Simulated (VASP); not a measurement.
# RbBr in VASP: further runs

Runs on RbBr. Level: PBE. Tasks: single point.

Everything below comes from runs of VASP 6.6.1. Logs are shortened: lines on timing, memory, paths and dates and some standing lists are left out, and cuts for length are marked.

## 1. The cell of the first run

Symmetry: I4mm, No. 107, tetragonal system. The conventional cell has a = 4.998 Å, b = 4.998 Å, c = 7.071 Å, α = 90.00°, β = 90.00°, γ = 90.00°. Rb (site symmetry 4mm) has 6 Br at 3.51 to 3.56 Å within 4.6 Å. Br (site symmetry 4mm) has 6 Rb at 3.51 to 3.56 Å within 4.6 Å.

The cell was built from a structure type or drawn by symmetry, and may not be a known phase.

## 2. Single point, PBE

INCAR reads:

```
ALGO     = Normal         # electronic algorithm
EDIFF    = 1E-6           # SCF threshold, eV
ENCUT    = 500            # plane-wave cutoff, eV
GGA      = PE             # functional
GGA_COMPAT= F            
ISIF     = 2              # what is computed and relaxed
ISMEAR   = 0              # smearing method
LASPH    = T              # aspherical terms in the spheres
LCHARG   = F              # write CHGCAR
LREAL    = F              # projectors in reciprocal space
LWAVE    = F              # write WAVECAR
NBANDS   = 15             # bands
NELM     = 120            # most SCF steps
PREC     = Accurate       # precision mode
SIGMA    = 0.15           # smearing width, eV
```

KPOINTS reads:

```
k-points
0
Gamma
  4 4 4
```

POSCAR reads:

```
RbBr
1.0
   -2.4991640178      2.4991640178      3.5352511608
    2.4991640178     -2.4991640178      3.5352511608
    2.4991640178      2.4991640178     -3.5352511608
Rb Br
1 1
Direct
    0.6834021289      0.6834021289      0.0000000000
    0.1875666511      0.1875666511      0.0000000000
```

Potentials or basis: VASP PAW PBE potentials, release 64 (Rb_sv, Br).

Started as:

```
$ cat potpaw_PBE.64/Rb_sv/POTCAR potpaw_PBE.64/Br/POTCAR > POTCAR
$ mpirun -np 1 vasp_std > vasp.out
```

OUTCAR:

```text
EDIFF = 1E-6
   ENCUT = 500
   GGA = PE
   ISIF = 2
   ISMEAR = 0
   LASPH = T
   LREAL = F
   NELM = 120
   PREC = Accurate

 ion  position               nearest neighbor table
   1  0.683  0.683  0.000-   2 3.51   2 3.53   2 3.53   2 3.53   2 3.53   2 3.56
   2  0.188  0.188  0.000-   1 3.51   1 3.53   1 3.53   1 3.53   1 3.53   1 3.56

  LATTYP: Found a body centered tetragonal cell.
 ALAT       =     4.9983280356
 C/A-ratio  =     1.4145734876

  Lattice vectors:

 A1 = (  -2.4991640178,   2.4991640178,   3.5352511608)
 A2 = (   2.4991640178,  -2.4991640178,   3.5352511608)
 A3 = (   2.4991640178,   2.4991640178,  -3.5352511608)

Analysis of symmetry for initial positions (statically):
=====================================================================
 Subroutine PRICEL returns:
 Original cell was already a primitive cell.

 Routine SETGRP: Setting up the symmetry group for a
 body centered tetragonal supercell.

 Subroutine GETGRP returns: Found  8 space group operations
 (whereof  8 operations were pure point group operations)
 out of a pool of 16 trial point group operations.

The static configuration has the point symmetry C_4v.

Analysis of symmetry for dynamics (positions and initial velocities):
=====================================================================
 Subroutine PRICEL returns:
 Original cell was already a primitive cell.

 Routine SETGRP: Setting up the symmetry group for a
 body centered tetragonal supercell.

 Subroutine GETGRP returns: Found  8 space group operations
 (whereof  8 operations were pure point group operations)
 out of a pool of 16 trial point group operations.

The dynamic configuration has the point symmetry C_4v.

 Subroutine INISYM returns: Found  8 space group operations
 (whereof  8 operations are pure point group operations),
 and found     1 'primitive' translations

----------------------------------------------------------------------------------------

                                     Primitive cell

  volume of cell :      88.3222

  direct lattice vectors                    reciprocal lattice vectors
    -2.499164018  2.499164018  3.535251161     0.000000000  0.200066901  0.141432667
     2.499164018 -2.499164018  3.535251161     0.200066901  0.000000000  0.141432667
     2.499164018  2.499164018 -3.535251161     0.200066901  0.200066901  0.000000000

  length of vectors
     4.998964127  4.998964127  4.998964127     0.245010131  0.245010131  0.282937325

  position of ions in fractional coordinates (direct lattice)
     0.683402129  0.683402129  0.000000000
     0.187566651  0.187566651  0.000000000

  ion indices of the primitive-cell ions
   primitive index   ion index
                 1           1
                 2           2

----------------------------------------------------------------------------------------

 KPOINTS: k-points

Automatic generation of k-mesh.
 Grid dimensions read from file:
 generate k-points for:    4    4    4

 Generating k-lattice:

  Cartesian coordinates                     Fractional coordinates (reciprocal lattice)
     0.000000000  0.050016725  0.035358167     0.250000000  0.000000000 -0.000000000
     0.050016725  0.000000000  0.035358167     0.000000000  0.250000000 -0.000000000
     0.050016725  0.050016725  0.000000000     0.000000000  0.000000000  0.250000000

  Length of vectors
     0.061252533  0.061252533  0.070734331

  Shift w.r.t. Gamma in fractional coordinates (k-lattice)
     0.000000000  0.000000000  0.000000000

 Subroutine IBZKPT returns following result:
 ===========================================

 Found     13 irreducible k-points:

 Following reciprocal coordinates:
            Coordinates               Weight
  0.000000  0.000000  0.000000      1.000000
  0.250000 -0.000000  0.000000      8.000000
  0.500000 -0.000000  0.000000      4.000000
  0.250000  0.250000  0.000000      8.000000
  0.500000  0.250000 -0.000000     16.000000
 -0.250000  0.250000  0.000000      4.000000
  0.500000  0.500000  0.000000      2.000000
  0.250000  0.250000  0.250000      2.000000
 -0.250000  0.250000  0.250000      4.000000
  0.500000  0.500000  0.250000      4.000000
 -0.250000  0.500000  0.250000      8.000000
 -0.250000 -0.250000  0.250000      2.000000
  0.500000  0.500000  0.500000      1.000000
   k-points           NKPTS =     13   k-points in BZ     NKDIM =     13   number of bands    NBANDS=     15
   number of dos      NEDOS =    301   number of ions     NIONS =      2
   total plane-waves  NPLWV =  46656
   dimension x,y,z NGX =    36 NGY =   36 NGZ =   36
   dimension x,y,z NGXF=    72 NGYF=   72 NGZF=   72
   ions per type =               1   1
   NGX,Y,Z   is equivalent  to a cutoff of  11.97, 11.97, 11.97 a.u.
   NGXF,Y,Z  is equivalent  to a cutoff of  23.94, 23.94, 23.94 a.u.
 SYSTEM =  unknown system
   PREC   = accura    normal or accurate (medium, high low for compatibility)
   ISTART =      0    job   : 0-new  1-cont  2-samecut
   ICHARG =      2    charge: 1-file 2-atom 10-const
   ISPIN  =      1    spin polarized calculation?
   LNONCOLLINEAR =      F non collinear calculations
   LSORBIT =      F    spin-orbit coupling
   LASPH  =      T    aspherical Exc in radial PAW
   ENCUT  =  500.0 eV  36.75 Ry    6.06 a.u.   9.11  9.11  9.11*2*pi/ulx,y,z
   NELM   =    120;   NELMIN=  2; NELMDL= -5     # of ELM steps
   EDIFF  = 0.1E-05   stopping-criterion for ELM
   LREAL  =      F    real-space projection
   EDIFFG = 0.1E-04   stopping-criterion for IOM
   NSW    =      0    number of steps for IOM
   IBRION =     -1    ionic relax: 0-MD 1-quasi-New 2-CG
   NFREE  =      0    steps in history (QN), initial steepest desc. (CG)
   ISIF   =      2    stress and relaxation
   ISYM   =      2    0-nonsym 1-usesym 2-fastsym
   POTIM  = 0.5000    time-step for ionic-motion
   TEBEG  =    0.0;   TEEND  =   0.0 temperature during run
   PSTRESS=    0.0 pullay stress
   NELECT =      16.0000    total number of electrons
   NUPDOWN=      -1.0000    fix difference up-down
   EMIN   =  10.00;   EMAX   =-10.00  energy-range for DOS
   EFERMI =   0.00;   METHOD = LEGACY
   ISMEAR =     0;   SIGMA  =   0.15  broadening in eV -4-tet -1-fermi 0-gaus
   EFERMI_NEDOS =   21; number of points for ismear=-14 and -15
   IALGO  =     38    algorithm
   IMIX   =      4    mixing-type and parameters
     AMIX     =   0.40;   BMIX     =  1.00
     AMIX_MAG =   1.60;   BMIX_MAG =  1.00
  volume/ion in A,a.u.               =      44.16       298.01
  Fermi-wavevector in a.u.,A,eV,Ry     =   0.926314  1.750480 11.674583  0.858058
  Thomas-Fermi vector in A             =   2.052263
   LORBIT       =      0    0 simple, 1 ext, 2 COOP (PROOUT), +10 PAW based schemes
   GGA     = PE    functional components
   LHFCALC =     F    Hartree Fock is set to
   AEXX    =    0.0000 exact exchange contribution
   IVDW    =     0    specifies the selected vdW correction
   LEPSILON=     F    determine dielectric tensor
   LRPA    =     F    only Hartree local field effects (RPA)
 non-spin polarized calculation
 Gauss-broadening in eV      SIGMA  =   0.15
  energy-cutoff  :      500.00
  volume of cell :       88.32
 maximum number of plane-waves:      2272
   NGX = 19   NGY = 19   NGZ = 19

 number of electron      16.0000000 magnetization

 Free energy of the ion-electron system (eV)
  ---------------------------------------------------
  ext. energy  EPLUGINS =         0.00000000
  ---------------------------------------------------
  free energy    TOTEN  =        -6.11381893 eV

  energy without entropy =       -6.11381893  energy(sigma->0) =       -6.11381893

 E-fermi :  -1.3744     XC(G=0):  -6.8736

 val. band max:       -2.0785519667   @ k =   0.0000   0.0000   0.0000
 cond. band min:       2.0588656875   @ k =   0.0000   0.0000   0.0000
 fundamental gap:      4.1374176543
 Fermi energy:        -1.3743625248

 k-point     1 :       0.0000    0.0000    0.0000
  band No.  band energies     occupation
      1     -26.6982      2.00000
      2     -14.1748      2.00000
      3     -10.7674      2.00000
      4     -10.7673      2.00000
      5     -10.7673      2.00000
      6      -2.0787      2.00000
      7      -2.0786      2.00000
      8      -2.0786      2.00000
      9       2.0589      0.00000
     10       5.1600      0.00000
     11       5.1616      0.00000
     12       5.1616      0.00000
     13       5.9877      0.00000
     14       5.9878      0.00000
     15       8.6831      0.00000

 k-point     2 :       0.2500   -0.0000    0.0000
  band No.  band energies     occupation
      1     -26.6954      2.00000
      2     -14.1872      2.00000
      3     -10.7709      2.00000
      4     -10.7707      2.00000
      5     -10.7541      2.00000
      6      -2.5532      2.00000
      7      -2.2239      2.00000
      8      -2.2238      2.00000
      9       3.2253      0.00000
     10       4.9801      0.00000
     11       5.8171      0.00000
     12       5.8178      0.00000
     13       6.7357      0.00000
     14       6.7358      0.00000
     15       9.7710      0.00000

 k-point     3 :       0.5000   -0.0000    0.0000
  band No.  band energies     occupation
      1     -26.6926      2.00000
      2     -14.1995      2.00000
      3     -10.7742      2.00000
      4     -10.7740      2.00000
      5     -10.7413      2.00000
      6      -2.9194      2.00000
      7      -2.3591      2.00000
      8      -2.3589      2.00000
      9       4.4929      0.00000
     10       5.3045      0.00000
     11       7.1189      0.00000
     12       7.1212      0.00000
     13       7.7806      0.00000
     14       7.7822      0.00000
     15       8.1892      0.00000
[... 145 lines left out ...]
 k-point    12 :      -0.2500   -0.2500    0.2500
  band No.  band energies     occupation
      1     -26.6945      2.00000
      2     -14.1729      2.00000
      3     -10.7920      2.00000
      4     -10.7920      2.00000
      5     -10.7696      2.00000
      6      -2.5865      2.00000
      7      -2.1688      2.00000
      8      -2.1688      2.00000
      9       3.3341      0.00000
     10       4.1982      0.00000
     11       6.4010      0.00000
     12       6.4838      0.00000
     13       6.4838      0.00000
     14       7.1416      0.00000
     15       9.2701      0.00000

 k-point    13 :       0.5000    0.5000    0.5000
  band No.  band energies     occupation
      1     -26.6909      2.00000
      2     -14.1325      2.00000
      3     -10.8922      2.00000
      4     -10.8171      2.00000
      5     -10.8171      2.00000
      6      -2.5233      2.00000
      7      -2.2301      2.00000
      8      -2.2301      2.00000
      9       3.6073      0.00000
     10       4.7030      0.00000
     11       6.6316      0.00000
     12       6.9376      0.00000
     13       7.0082      0.00000
     14       8.3824      0.00000
     15       8.3824      0.00000

------------------------ aborting loop because EDIFF is reached ----------------------------------------

  FORCE on cell =-STRESS in cart. coord.  units (eV):
  Direction    XX          YY          ZZ          XY          YZ          ZX
  --------------------------------------------------------------------------------------
  -------------------------------------------------------------------------------------
  Total       -0.1288918     -0.1288918     -0.1258177      0.0000000      0.0000000      0.0000000
  in kB       -2.3381153     -2.3381153     -2.2823516      0.0000000      0.0000000      0.0000000
  external PRESSURE =      -2.3195274 kB  Pullay stress =       0.0000000 kB

 VOLUME and BASIS-vectors are now :
 -----------------------------------------------------------------------------
  energy-cutoff  :      500.00
  volume of cell :       88.32
      direct lattice vectors                 reciprocal lattice vectors
    -2.499164018  2.499164018  3.535251161     0.000000000  0.200066901  0.141432667
     2.499164018 -2.499164018  3.535251161     0.200066901  0.000000000  0.141432667
     2.499164018  2.499164018 -3.535251161     0.200066901  0.200066901  0.000000000

 POSITION                                       TOTAL-FORCE (eV/Angst)
 -----------------------------------------------------------------------------------
      0.00000      0.00000      4.83200         0.000000      0.000000      0.023256
      0.00000      0.00000      1.32619        -0.000000     -0.000000     -0.023256
 -----------------------------------------------------------------------------------
    total drift:                                0.000000      0.000000     -0.000012

  FREE ENERGIE OF THE ION-ELECTRON SYSTEM (eV)
  ---------------------------------------------------
  free  energy   TOTEN  =        -6.1138189323 eV

  energy  without entropy=       -6.1138189323  energy(sigma->0) =       -6.11381893
```

Wall time 16 s (1 thread of Intel Xeon 8259CL, shared host); peak memory 0.2 GiB.

Results:

| Quantity | Value |
| --- | --- |
| Free energy | -6.1138 eV |
| Pressure | -0.2 GPa |
| Largest force | 0.023 eV/Å |
| Band gap on the k mesh | 4.14 eV |

Forces in eV/Å, atoms in the order of the input:
```
Rb   0.000  0.000  0.023
Br   0.000  0.000 -0.023
```

Levels at points of the mesh, in eV from the valence-band top:
```
           k point  band 6  band 7  band 8  band 9  band 10  band 11
(0.00, 0.00, 0.00)    0.00    0.00    0.00    4.14     7.24     7.24
(0.50, 0.00, 0.00)   -0.84   -0.28   -0.28    6.57     7.38     9.20
(0.50, 0.50, 0.00)   -0.44   -0.15   -0.15    5.69     6.78     8.73
(0.50, 0.50, 0.50)   -0.44   -0.15   -0.15    5.69     6.78     8.71
```

## 3. Single point, PBE

This run uses another cell than the first one, of 43.04 Å³/atom.

INCAR reads:

```
PREC     = Accurate       # precision mode
ENCUT    = 500            # plane-wave cutoff, eV
EDIFF    = 1E-6           # SCF threshold, eV
ISMEAR   = 0              # smearing method
SIGMA    = 0.02           # smearing width, eV
LREAL    = False          # projectors in reciprocal space
LASPH    = True           # aspherical terms in the spheres
NELM     = 120            # most SCF steps
ALGO     = Normal         # electronic algorithm
ISIF     = 2              # what is computed and relaxed
LWAVE    = False          # write WAVECAR
LCHARG   = False          # write CHGCAR
GGA      = PE             # functional
NBANDS   = 15             # bands
GGA_COMPAT= False
```

KPOINTS reads:

```
regular mesh
0
Gamma
  6 6 6
```

POSCAR reads:

```
RbBr
1.0
    0.0000000000      3.5046109457      3.5046109457
    3.5046109457      0.0000000000      3.5046109457
    3.5046109457      3.5046109457      0.0000000000
Rb Br
1 1
Direct
    0.5000000000      0.5000000000      0.5000000000
    0.0000000000      0.0000000000      0.0000000000
```

Potentials or basis: VASP PAW PBE potentials, release 64 (Rb_sv, Br).

Started as:

```
$ cat potpaw_PBE.64/Rb_sv/POTCAR potpaw_PBE.64/Br/POTCAR > POTCAR
$ mpirun -np 1 vasp_std > vasp.out
```

It took 21 s on 1 thread of Intel Xeon 8259CL, shared host; peak memory 0.21 GiB.

Results (log left out):

```
Free energy            : -6.1155 eV
Pressure               : 0.1 GPa
Band gap on the k mesh : 4.20 eV
```

Levels at points of the mesh, in eV from the valence-band top:
| k point | band 4 | band 5 | band 6 | band 7 | band 8 | band 9 | band 10 | band 11 | band 12 | band 13 |
| --- | --- | --- | --- | --- | --- | --- | --- | --- | --- | --- |
| (0.00, 0.00, 0.00) | -8.63 | -8.63 | 0.00 | 0.00 | 0.00 | 4.20 | 7.25 | 7.25 | 7.25 | 8.10 |
| (0.50, 0.00, 0.00) | -8.64 | -8.60 | -0.88 | -0.30 | -0.30 | 6.64 | 7.48 | 9.28 | 9.28 | 9.94 |
| (0.50, 0.50, 0.00) | -8.69 | -8.69 | -0.45 | -0.15 | -0.15 | 5.67 | 6.88 | 8.86 | 9.07 | 9.17 |
